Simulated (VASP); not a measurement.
# Nb (Fm-3m) in VASP: further runs, part 2 of 2

VASP 6.6.1.

### 4 Electric field gradients, PBEsol (volume scaled by 1.02)

The input, INCAR:

```
SYSTEM = Nb
PREC = Accurate
ENCUT = 520
EDIFF = 1E-8
ISMEAR = -1
SIGMA = 0.08
LREAL = .FALSE.
LASPH = .TRUE.
NELM = 80
ALGO = Normal
ISIF = 2
LWAVE = .FALSE.
LCHARG = .FALSE.
GGA = PS
LEFG = .TRUE.
NBANDS = 12
```

The input, KPOINTS:

```
regular mesh
0
G
  13 13 13
  0 0 0
```

The input, POSCAR:

```
Nb
1.0
    0.0000000000      2.1290070307      2.1290070307
    2.1290070307      0.0000000000      2.1290070307
    2.1290070307      2.1290070307      0.0000000000
Nb
1
Direct
    0.0000000000      0.0000000000      0.0000000000
```

Potentials or basis: VASP PAW PBE potentials, release 64 (Nb_sv).

On the command line:

```bash
cat potpaw_PBE.64/Nb_sv/POTCAR > POTCAR
mpirun -np 1 vasp_std > vasp.out
```

OUTCAR:

```text
SYSTEM = Nb
   PREC = Accurate
   ENCUT = 520
   EDIFF = 1E-8
   ISMEAR = -1
   LREAL = .FALSE.
   LASPH = .TRUE.
   NELM = 80
   ISIF = 2
   GGA = PS

 ion  position               nearest neighbor table
   1  0.000  0.000  0.000-

  LATTYP: Found a face centered cubic cell.
 ALAT       =     4.2580140614

  Lattice vectors:

 A1 = (   0.0000000000,   2.1290070307,   2.1290070307)
 A2 = (   2.1290070307,   0.0000000000,   2.1290070307)
 A3 = (   2.1290070307,   2.1290070307,   0.0000000000)

Analysis of symmetry for initial positions (statically):
=====================================================================
 Subroutine PRICEL returns:
 Original cell was already a primitive cell.

 Routine SETGRP: Setting up the symmetry group for a
 face centered cubic supercell.

 Subroutine GETGRP returns: Found 48 space group operations
 (whereof 48 operations were pure point group operations)
 out of a pool of 48 trial point group operations.

The static configuration has the point symmetry O_h .

Analysis of symmetry for dynamics (positions and initial velocities):
=====================================================================
 Subroutine PRICEL returns:
 Original cell was already a primitive cell.

 Routine SETGRP: Setting up the symmetry group for a
 face centered cubic supercell.

 Subroutine GETGRP returns: Found 48 space group operations
 (whereof 48 operations were pure point group operations)
 out of a pool of 48 trial point group operations.

The dynamic configuration has the point symmetry O_h .

 Subroutine INISYM returns: Found 48 space group operations
 (whereof 48 operations are pure point group operations),
 and found     1 'primitive' translations

----------------------------------------------------------------------------------------

                                     Primitive cell

  volume of cell :      19.3002

  direct lattice vectors                    reciprocal lattice vectors
     0.000000000  2.129007031  2.129007031    -0.234851268  0.234851268  0.234851268
     2.129007031  0.000000000  2.129007031     0.234851268 -0.234851268  0.234851268
     2.129007031  2.129007031  0.000000000     0.234851268  0.234851268 -0.234851268

  length of vectors
     3.010870617  3.010870617  3.010870617     0.406774328  0.406774328  0.406774328

  position of ions in fractional coordinates (direct lattice)
     0.000000000  0.000000000  0.000000000

  ion indices of the primitive-cell ions
   primitive index   ion index
                 1           1

----------------------------------------------------------------------------------------

 KPOINTS: regular mesh

Automatic generation of k-mesh.
 Grid dimensions read from file:
 generate k-points for:   13   13   13

 Generating k-lattice:

[... 69 lines left out ...]
   POTIM  = 0.5000    time-step for ionic-motion
   TEBEG  =    0.0;   TEEND  =   0.0 temperature during run
   PSTRESS=    0.0 pullay stress
   NELECT =      13.0000    total number of electrons
   NUPDOWN=      -1.0000    fix difference up-down
   EMIN   =  10.00;   EMAX   =-10.00  energy-range for DOS
   EFERMI =   0.00;   METHOD = LEGACY
   ISMEAR =    -1;   SIGMA  =   0.08  broadening in eV -4-tet -1-fermi 0-gaus
   EFERMI_NEDOS =   21; number of points for ismear=-14 and -15
   IALGO  =     38    algorithm
   IMIX   =      4    mixing-type and parameters
     AMIX     =   0.40;   BMIX     =  1.00
     AMIX_MAG =   1.60;   BMIX_MAG =  1.00
  volume/ion in A,a.u.               =      19.30       130.24
  Fermi-wavevector in a.u.,A,eV,Ry     =   1.435056  2.711863 28.019645  2.059386
  Thomas-Fermi vector in A             =   2.554397
   LORBIT       =      0    0 simple, 1 ext, 2 COOP (PROOUT), +10 PAW based schemes
   GGA     = PS    functional components
   LHFCALC =     F    Hartree Fock is set to
   AEXX    =    0.0000 exact exchange contribution
   IVDW    =     0    specifies the selected vdW correction
   LEPSILON=     F    determine dielectric tensor
   LRPA    =     F    only Hartree local field effects (RPA)
 non-spin polarized calculation
  energy-cutoff  :      520.00
  volume of cell :       19.30
 maximum number of plane-waves:       533
   NGX = 11   NGY = 11   NGZ = 11

 number of electron      13.0000000 magnetization

 Free energy of the ion-electron system (eV)
  ---------------------------------------------------
  ext. energy  EPLUGINS =         0.00000000
  ---------------------------------------------------
  free energy    TOTEN  =       -10.58360988 eV

  energy without entropy =      -10.55035077  energy(sigma->0) =      -10.56698033

 E-fermi :  10.4303     XC(G=0): -12.2781

 val. band max:       10.4300092895   @ k =  -0.3846   0.2308   0.0769
 cond. band min:      10.4381247056   @ k =   0.4615   0.3077   0.0769
 fundamental gap:      0.0081154161
 Fermi energy:        10.4302575192

 k-point     1 :       0.0000    0.0000    0.0000
  band No.  band energies     occupation
      1     -44.2824      2.00000
      2     -19.7382      2.00000
      3     -19.7382      2.00000
      4     -19.7382      2.00000
      5       4.2681      2.00000
      6      10.5679      0.30347
      7      10.5679      0.30347
      8      10.5679      0.30347
      9      13.0586      0.00000
     10      13.0586      0.00000
     11      22.2493      0.00000
     12      26.8630      0.00000
[... 331 lines left out ...]
 k-point    24 :       0.4615    0.1538    0.0000
  band No.  band energies     occupation
      1     -44.1046      2.00000
      2     -20.6960      2.00000
      3     -20.0040      2.00000
      4     -19.9385      2.00000
      5       7.3117      2.00000
      6       9.4698      1.99999
      7      10.4054      1.15408
      8      11.1817      0.00017
      9      15.0346      0.00000
     10      15.4322      0.00000
     11      20.8610      0.00000
     12      23.8246      0.00000

 [... further k-points ...]

------------------------ aborting loop because EDIFF is reached ----------------------------------------

  FORCE on cell =-STRESS in cart. coord.  units (eV):
  Direction    XX          YY          ZZ          XY          YZ          ZX
  --------------------------------------------------------------------------------------
  -------------------------------------------------------------------------------------
  Total       -1.1774772     -1.1774772     -1.1774772     -0.0000000      0.0000000     -0.0000000
  in kB      -97.7466353    -97.7466353    -97.7466353     -0.0000000      0.0000000     -0.0000000
  external PRESSURE =     -97.7466353 kB  Pullay stress =       0.0000000 kB

 VOLUME and BASIS-vectors are now :
 -----------------------------------------------------------------------------
  energy-cutoff  :      520.00
  volume of cell :       19.30
      direct lattice vectors                 reciprocal lattice vectors
     0.000000000  2.129007031  2.129007031    -0.234851268  0.234851268  0.234851268
     2.129007031  0.000000000  2.129007031     0.234851268 -0.234851268  0.234851268
     2.129007031  2.129007031  0.000000000     0.234851268  0.234851268 -0.234851268

 POSITION                                       TOTAL-FORCE (eV/Angst)
 -----------------------------------------------------------------------------------
      0.00000      0.00000      0.00000         0.000000     -0.000000      0.000000
 -----------------------------------------------------------------------------------
    total drift:                               -0.000000      0.000000     -0.000000

  FREE ENERGIE OF THE ION-ELECTRON SYSTEM (eV)
  ---------------------------------------------------
  free  energy   TOTEN  =       -10.5836098827 eV

  energy  without entropy=      -10.5503507691  energy(sigma->0) =      -10.56698033

 Electric field gradients (V/A^2)
---------------------------------------------------------------------
 ion       V_xx      V_yy      V_zz      V_xy      V_xz      V_yz
---------------------------------------------------------------------
   1      -0.000    -0.000     0.000     0.000     0.000     0.000
---------------------------------------------------------------------

 Electric field gradients after diagonalization (V/A^2)
 (convention: |V_zz| > |V_xx| > |V_yy|)
----------------------------------------------------------------------
 ion       V_xx      V_yy      V_zz     asymmetry (V_yy - V_xx)/ V_zz
----------------------------------------------------------------------
   1      -0.000    -0.000     0.000       0.000
----------------------------------------------------------------------

           NMR quadrupolar parameters

 Cq : quadrupolar parameter    Cq=e*Q*V_zz/h
 eta: asymmetry parameters     (V_yy - V_xx)/ V_zz
 Q  : nuclear electric quadrupole moment in mb (millibarn)
----------------------------------------------------------------------
 ion       Cq(MHz)       eta       Q (mb)
----------------------------------------------------------------------
   1       0.000       0.000       1.000
----------------------------------------------------------------------
```

stdout:

```text
POSCAR found type information on POSCAR Nb
 POSCAR found :  1 types and       1 ions
 scaLAPACK will be used
 -----------------------------------------------------------------------------
|                                                                             |
|                                                                             |
|     You enforced a specific xc type in the INCAR file but a different       |
|     I HOPE YOU KNOW WHAT YOU ARE DOING!                                     |
|                                                                             |
 -----------------------------------------------------------------------------

 LDA part: xc-table for (Slater+PW92), standard interpolation
 POSCAR, INCAR and KPOINTS ok, starting setup
 FFT: planning ... GRIDC
 FFT: planning ... GRID_SOFT
 FFT: planning ... GRID
 WAVECAR not read
 entering main loop
ion   1
```

Run time: 14 s. Hardware: 1 thread of Intel Xeon Platinum 8259CL at 2.50GHz (Skylake/Cascade Lake), shared host; peak memory 0.15 GiB.

Results:

* Free energy: -10.5836 eV
* Pressure: -9.8 GPa

Caveat: without QUAD_EFG the Cq values of the log hold for a quadrupole moment of 1 mb, not for the nuclei; the PAW data sets were made with another functional, which shifts forces and pressure a little.

### 5 The runs side by side

```csv
cell,gap on the mesh (eV),pressure (GPa)
"a = 3.016 Å, angles 60.0°, 1 atom",none,-10.4
"a = 3.040 Å, angles 60.0°, 1 atom",none,-13.6
"a = 3.011 Å, angles 60.0°, 1 atom",none,-9.8
```

Alike in all rows: task electric field gradients; level PBEsol; potentials or basis VASP PAW PBE potentials, release 64 (Nb_sv); no spin polarisation; k mesh 13 × 13 × 13; cutoff (eV) 520; smearing fermi-dirac 0.08 eV.

Caveats: the PAW data sets were made with another functional, which shifts forces and pressure a little.

Total energies depend on the potentials used, so only differences within one code and one set of settings carry meaning.
